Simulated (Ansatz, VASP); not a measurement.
**One calculation of Ni, two programs**

The input INCAR:

```
PREC = Accurate
ENCUT = 520
EDIFF = 1E-6
ISMEAR = -1
SIGMA = 0.05
LREAL = F
LASPH = T
NELM = 150
ALGO = Normal
ISIF = 2
LWAVE = F
LCHARG = F
ISPIN = 2
MAGMOM = 1.5
LORBIT = 11
LMAXMIX = 4
NBANDS = 15
```

Contents of KPOINTS:

```
regular mesh
0
Gamma
  20 20 20
```

Contents of POSCAR:

```
Ni
1.0
   -0.0353590000      1.7502705000      1.7502705000
    1.7502705000     -0.0353590000      1.7502705000
    1.7502705000      1.7502705000     -0.0353590000
Ni
1
Direct
    0.0000000000      0.0000000000      0.0000000000
```

Input for Ansatz:

```yaml
crystal:
  lattice:
    - [-0.035359, 1.7502705, 1.7502705]
    - [1.7502705, -0.035359, 1.7502705]
    - [1.7502705, 1.7502705, -0.035359]
  atoms:
    - { symbol: Ni, position: [0.0, 0.0, 0.0], spin: 1.5 }
magnetization:
  spin_polarized: true
kpoints:
  mp_grid: { grid: [20, 20, 20] }
  band_path:
    path:
      - [0.0, 0.0, 0.0]
      - [0.5, 0.5, 0.5]
      - [0.2551801333, 0.5, 0.7448198667]
      - [-0.2551801333, 0.2551801333, 0.5]
      - [0.0, 0.0, 0.5]
      - [0.0, 0.0, 0.0]
      - [-0.3775900666, 0.0, 0.3775900666]
      - [0.0, 0.3775900666, 0.6224099334]
      - [0.0, 0.5, 0.5]
    npoints: 5
scf:
  occupations: { method: fermi_dirac, width: 0.05 }
hamiltonian:
  xc: lda
  pseudopotentials: { kind: all_electron, lapw: { basis_error: 0.00025 } }
output:
  forces: true
  stress: true
  eigenvalues: true
```

Change from the starting cell: equal xy, yz and zx shear strains of -2 %.

Alike in both runs: task single point; functional LDA; k mesh 20 × 20 × 20; occupations fermi-dirac, width 0.05 eV; collinear spin.

|  | VASP | Ansatz |
| --- | --- | --- |
| version | VASP 6.6.1 | Ansatz 0.2.0 |
| potentials or method | VASP PAW LDA potentials, release 64 (Ni), cutoff 520 eV | all-electron LAPW, scalar-relativistic |

Ansatz gave:

| Item | Value |
| --- | --- |
| pressure (GPa) | -19.3 |
| traceless stress, the component that is largest in VASP (GPa) | 2.23 |
| net moment per atom (μB) | 0.63 |
| size of the moment on the site where the two differ most (μB) | 0.65 |

Q: Estimate VASP's values.

A: Pressure (GPa): -19.0; traceless stress, the component that is largest in VASP (GPa): 2.18; net moment per atom (μB): 0.61; size of the moment on the site where the two differ most (μB): 0.62.

LDA's correlation is that of Perdew and Zunger in VASP and of Perdew and Wang (1992) in Ansatz. Site moments also hang on the region over which each program counts them. Ansatz ran all-electron here, and VASP with PAW potentials.
